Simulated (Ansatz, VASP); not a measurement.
Given: the input of a run of Ansatz 0.2.0 on Au.

input.yaml

```yaml
crystal:
  lattice:
    - [0.0, 2.0074966285, 2.0074966285]
    - [2.0074966285, 0.0, 2.0074966285]
    - [2.0074966285, 2.0074966285, 0.0]
  atoms:
    - { symbol: Au, position: [0.0, 0.0, 0.0] }
hamiltonian:
  xc: r2scan
  pseudopotentials: { kind: paw }
  dispersion: rvv10
kpoints:
  mp_grid: { grid: [11, 11, 11] }
scf:
  occupations: { method: fermi_dirac, width: 0.05 }
output:
  forces: true
  stress: true
  eigenvalues: true
```

Potentials or basis: Ansatz PAW.

Run with:

```sh
$ ansatz run input.yaml --threads 2 --pin off --max-ram 5120MiB --backend cpu --events-out ev --progress --plain --runs-dir out
```

Task: Set up the same calculation for VASP 6.6.1. Potentials there: VASP PAW PBE potentials, release 64 (Au_sv_GW).

Result: As run (the cutoff follows the program's own potentials):

POSCAR

```
Au
1.0
    0.0000000000      2.0074966285      2.0074966285
    2.0074966285      0.0000000000      2.0074966285
    2.0074966285      2.0074966285      0.0000000000
Au
1
Direct
    0.0000000000      0.0000000000      0.0000000000
```

File INCAR.step1:

```
SYSTEM = Au
PREC     = Accurate       ! precision mode
ENCUT    = 550            ! plane-wave cutoff, eV
ISMEAR   = -1             ! smearing method
SIGMA    = 0.05           ! smearing width, eV
LREAL    = .False.        ! projectors in reciprocal space
LASPH    = .True.         ! aspherical terms in the spheres
NELM     = 120            ! most SCF steps
NBANDS   = 16             ! bands
GGA      = PE             ! functional
ALGO     = Normal         ! electronic algorithm
EDIFF    = 1E-5           ! SCF threshold, eV
LWAVE    = .True.         ! write WAVECAR
LCHARG   = .False.        ! write CHGCAR
GGA_COMPAT= .False.
```

Contents of INCAR.step2:

```
SYSTEM = Au
PREC     = Accurate       ! precision mode
ENCUT    = 550            ! plane-wave cutoff, eV
EDIFF    = 1E-6           ! SCF threshold, eV
ISMEAR   = -1             ! smearing method
SIGMA    = 0.05           ! smearing width, eV
LREAL    = .False.        ! projectors in reciprocal space
LASPH    = .True.         ! aspherical terms in the spheres
NELM     = 120            ! most SCF steps
ALGO     = Normal         ! electronic algorithm
ISIF     = 2              ! what is computed and relaxed
LWAVE    = .False.        ! write WAVECAR
LCHARG   = .False.        ! write CHGCAR
METAGGA  = R2SCAN         ! meta-GGA
LMIXTAU  = .True.       
LUSE_VDW = .True.       
IVDW_NL  = 2            
BPARAM   = 11.95        
CPARAM   = 0.0093       
NBANDS   = 16             ! bands
ISTART   = 1            
GGA_COMPAT= .False.
```

The input KPOINTS:

```
regular mesh
0
Gamma
  11 11 11
  0 0 0
```

Potentials or basis: VASP PAW PBE potentials, release 64 (Au_sv_GW).

Run with:

```console
$ cat potpaw_PBE.64/Au_sv_GW/POTCAR > POTCAR
$ cp INCAR.step1 INCAR
$ mpirun -np 1 vasp_std > vasp.out
$ cp INCAR.step2 INCAR
$ mpirun -np 1 vasp_std > vasp.out
```

Both were run:

|  | VASP | Ansatz | Ansatz less VASP |
| --- | --- | --- | --- |
| gap on the k mesh at the Fermi level (eV) | none | none | - |
| pressure (GPa) | 12.5 | 12.6 | +0.06 |

VASP's potentials were made for PBE, not for r2SCAN. A gap of «none» marks a metal or a gap that the smearing closes.

Neither program's run includes spin-orbit coupling.
